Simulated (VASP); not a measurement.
Here is a VASP 6.6.1 calculation.

File INCAR:

```
SYSTEM = NaCl
PREC     = Accurate       ! precision mode
ENCUT    = 520            ! plane-wave cutoff, eV
EDIFF    = 1E-6           ! SCF threshold, eV
ISMEAR   = 0              ! smearing method
SIGMA    = 0.05           ! smearing width, eV
LREAL    = .FALSE.        ! projectors in reciprocal space
LASPH    = .TRUE.         ! aspherical terms in the spheres
NELM     = 60             ! most SCF steps
ALGO     = Normal         ! electronic algorithm
ISIF     = 2              ! what is computed and relaxed
LWAVE    = .FALSE.        ! write WAVECAR
LCHARG   = .FALSE.        ! write CHGCAR
GGA      = PE             ! functional
NBANDS   = 14             ! bands
```

The input KPOINTS:

```
regular mesh
0
G
  8 8 8
  0 0 0
```

File POSCAR:

```
NaCl
1.0
    0.0000000000      2.6052100000      3.0582900000
    2.6052100000      0.0000000000      3.0582900000
    2.6052100000      2.6052100000      0.0000000000
Na Cl
1 1
Direct
    0.0000000000      0.0000000000      0.0000000000
    0.5000000000      0.5000000000      0.5000000000
```

Potentials or basis: VASP PAW PBE potentials, release 64 (Na_pv, Cl).

Command:

```bash
$ cat potpaw_PBE.64/Na_pv/POTCAR potpaw_PBE.64/Cl/POTCAR > POTCAR
$ mpirun -np 1 vasp_std > vasp.out
```

Q: What does it give for the band gap on the k mesh?

A: 5.42 eV.

Q: What does it give for the pressure?

A: 5.2 GPa.

Stress tensor (GPa, compression positive):
```
 8.08  0.00  0.00
 0.00  8.08  0.00
 0.00  0.00 -0.62
```

Caveat: the cell differs from its parent crystal (strain -0.080 along x and y, +0.080 along z); the cell stands under pressure.
